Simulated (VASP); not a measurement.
A run of VASP 6.6.1 is set up as follows.

The input INCAR:

```
SYSTEM = LiCl
  PREC = Accurate
  ENCUT = 520
  EDIFF = 1E-8
  ISMEAR = 0
  SIGMA = 0.01
  LREAL = .FALSE.
  LASPH = .TRUE.
  NELM = 60
  ALGO = Normal
  ISIF = 2
  LWAVE = .FALSE.
  LCHARG = .FALSE.
  GGA = PE
  LEPSILON = .TRUE.
```

File KPOINTS:

```
regular mesh
0
G
  6 6 4
  0 0 0
```

POSCAR

```
LiCl
1.0
    3.5749486122      0.0000000000      0.0000000000
   -1.7874743061      3.0959963154      0.0000000000
    0.0000000000      0.0000000000      6.0240820410
Li Cl
2 2
Direct
    0.0000000000      0.0000000000      0.0000000000
    0.0000000000      0.0000000000      0.5000000000
    0.3333333333      0.6666666667      0.2500000000
    0.6666666667      0.3333333333      0.7500000000
```

Potentials or basis: VASP PAW PBE potentials, release 64 (Li_sv, Cl).

The run is started by

```console
$ cat potpaw_PBE.64/Li_sv/POTCAR potpaw_PBE.64/Cl/POTCAR > POTCAR
$ mpirun -np 1 vasp_std > vasp.out
```

(1) Predict the electronic dielectric tensor (diagonal).

(2) Estimate the Born charges (mean of the diagonal).

(3) Estimate the band gap on the k mesh.

Results:

(1) 3.00, 3.00, 2.99.

(2) Li +1.18; Cl -1.18 e.

(3) 6.37 eV, direct.
